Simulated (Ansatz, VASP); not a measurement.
## Two plane-wave programs on NaW

INCAR

```
  PREC = Accurate
  ENCUT = 520
  EDIFF = 1E-7
  ISMEAR = 0
  SIGMA = 0.1
  LREAL = F
  LASPH = T
  NELM = 100
  ALGO = Normal
  ISIF = 2
  LWAVE = F
  LCHARG = F
  GGA = PE
  NBANDS = 18
```

File KPOINTS:

```
regular mesh
0
Gamma
  6 6 4
```

File POSCAR:

```
NaW
1.0
    2.8979623500      0.0000000000      0.0000000000
    0.0000000000      2.8979623500      0.0000000000
    0.0000000000      0.0000000000      4.1969978500
Na W
1 1
Direct
    0.5000000000      0.5000000000      0.5000000000
    0.0000000000      0.0000000000      0.0000000000
```

Input for Ansatz:

```yaml
crystal:
  lattice:
    - [2.89796235, 0.0, 0.0]
    - [0.0, 2.89796235, 0.0]
    - [0.0, 0.0, 4.19699785]
  atoms:
    - { symbol: Na, position: [0.5, 0.5, 0.5] }
    - { symbol: W, position: [0.0, 0.0, 0.0] }
basis:
  ecutwfc: 420
kpoints:
  mp_grid: { grid: [6, 6, 4] }
hamiltonian:
  xc: pbe
scf:
  occupations: { method: gaussian, width: 0.1 }
  lower_state_search: "off"
output:
  forces: true
  stress: true
  eigenvalues: true
```

Change from the starting cell: species swapped into the CeAg type (P4/mmm, No. 123).

Alike in both runs: task single point; functional PBE; k mesh 6 × 6 × 4; occupations gaussian, width 0.1 eV; no spin polarisation.

```csv
,VASP,Ansatz
version,VASP 6.6.1,Ansatz 0.2.0
potentials or method,"VASP PAW PBE potentials, release 64 (Na_pv, W_sv), cutoff 520 eV","scalar-relativistic, plane waves, PAW"
valence electrons in the cell,21,23
```

|  | VASP | Ansatz | Ansatz less VASP |
| --- | --- | --- | --- |
| gap on the k mesh at the Fermi level (eV) | none | none | - |
| pressure (GPa) | 1.8 | 1.7 | -0.14 |
| traceless stress, the component that is largest in VASP (GPa) | 18.21 | 18.24 | +0.033 |

A gap of «none» marks a metal or a gap that the smearing closes. The functional is the same, so the differences come from potentials, cutoffs and numerics. VASP's potentials hold 21 valence electrons a cell and Ansatz's 23, so a difference there can come from the potentials and not from the codes.

The k mesh is coarse, so the values compare programs but aren't converged. Neither program's run includes spin-orbit coupling.
